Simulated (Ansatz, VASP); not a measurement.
## One calculation of Os, two programs

```xyz
1
Lattice="0.0000 1.8842 2.0726 1.8842 0.0000 2.0726 1.8842 1.8842 0.0000" Properties=species:S:1:pos:R:3 pbc="T T T"
Os    0.0000    0.0000    0.0000
```

Alike in both runs: task single point; functional r2SCAN; k mesh 24 × 24 × 24; occupations gaussian, width 0.15 eV; no spin polarisation.

```csv
,VASP,Ansatz
version,VASP 6.6.1,Ansatz 0.2.0
potentials or method,"VASP PAW PBE potentials, release 64 (Os), cutoff 520 eV","scalar-relativistic, plane waves, PAW"
valence electrons in the cell,8,16
```

```csv
,VASP,Ansatz,Ansatz less VASP
gap on the k mesh at the Fermi level (eV),none,none,-
pressure (GPa),-14.5,-15.1,-0.60
"traceless stress, the component that is largest in VASP (GPa)",-22.13,-22.35,-0.223
```

VASP's potentials were made for PBE, not for r2SCAN. A gap of «none» marks a metal or a gap that the smearing closes. VASP's potentials hold 8 valence electrons a cell and Ansatz's 16, so a difference there can come from the potentials and not from the codes.

Neither program's run includes spin-orbit coupling.
